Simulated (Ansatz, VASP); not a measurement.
# SiC2: VASP beside Ansatz

```
C Si
1.0
     2.95916    0.00000    0.00000
    -1.47958    2.56271    0.00000
     0.00000    0.00000    7.24653
C Si
4 2
Cartesian
  0.0000 0.0000 -0.1429
  1.4796 0.8542 5.0076
  0.0000 1.7085 2.4298
  1.4796 0.8542 6.5633
  0.0000 1.7085 4.3140
  0.0000 0.0000 1.7562
```

Alike in both runs: task single point; functional r2SCAN; k mesh 9 × 9 × 4; no spin polarisation.

|  | VASP | Ansatz |
| --- | --- | --- |
| version | VASP 6.6.1 | Ansatz 0.2.0 |
| potentials or method | VASP PAW PBE potentials, release 64 (C, Si) | plane waves, PAW |
| plane-wave cutoff (eV) | 520 | 500 |
| occupations | gaussian, width 0.01 eV | fixed |
| valence electrons in the cell | 24 | 24 |

Ansatz gave:

| Quantity | Value |
| --- | --- |
| gap on the k mesh at the Fermi level (eV) | 1.80 |
| pressure (GPa) | -7.3 |
| traceless stress, the component that is largest in VASP (GPa) | -0.65 |
| rms of the force components (eV/Å) | 0.068 |

**Question.** Estimate VASP's values.

**Answer.** gap on the k mesh at the Fermi level (eV): 1.81; pressure (GPa): -7.3; traceless stress, the component that is largest in VASP (GPa): -0.71; rms of the force components (eV/Å): 0.068.

VASP's potentials were made for PBE, not for r2SCAN. Atom by atom the forces differ by 0.018 eV/Å (rms over components).
